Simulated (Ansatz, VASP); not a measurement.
Two plane-wave programs on SnPPt2

```
CELL_PARAMETERS angstrom
1.78739 3.09585 0.00000
-1.78739 3.09585 0.00000
0.00000 0.00000 13.30111
ATOMIC_POSITIONS crystal
Sn 0.00000 0.00000 0.00000
Sn 0.00000 0.00000 0.50000
P 0.33333 0.33333 0.25000
P 0.66667 0.66667 0.75000
Pt 0.33333 0.33333 0.64829
Pt 0.66667 0.66667 0.14829
Pt 0.33333 0.33333 0.85171
Pt 0.66667 0.66667 0.35171
```

Alike in both runs: functional PBE; k mesh 5 × 5 × 2; occupations fermi-dirac, width 0.1269 eV; no spin polarisation.

Ansatz relaxed the structure, and its values are those at the end. VASP's run is a single point on that final structure, the one shown.

```csv
,VASP,Ansatz
version,VASP 6.6.1,Ansatz 0.2.0
potentials or method,"VASP PAW PBE potentials, release 64 (Sn_d, P, Pt), cutoff 520 eV",PAW plane waves
valence electrons in the cell,78,110
```

```tsv
	VASP	Ansatz	Ansatz less VASP
gap on the k mesh at the Fermi level (eV)	none	none	-
pressure (GPa)	-0.1	0.0	+0.14
```

A gap of «none» marks a metal or a gap that the smearing closes. VASP's potentials hold 78 valence electrons a cell and Ansatz's 110, so a difference there can come from the potentials and not from the codes. Ansatz's warnings: stress scf threshold loose, structure snapped to symmetry.

The k mesh is coarse, so the values compare programs but aren't converged. Spin-orbit coupling is off throughout.
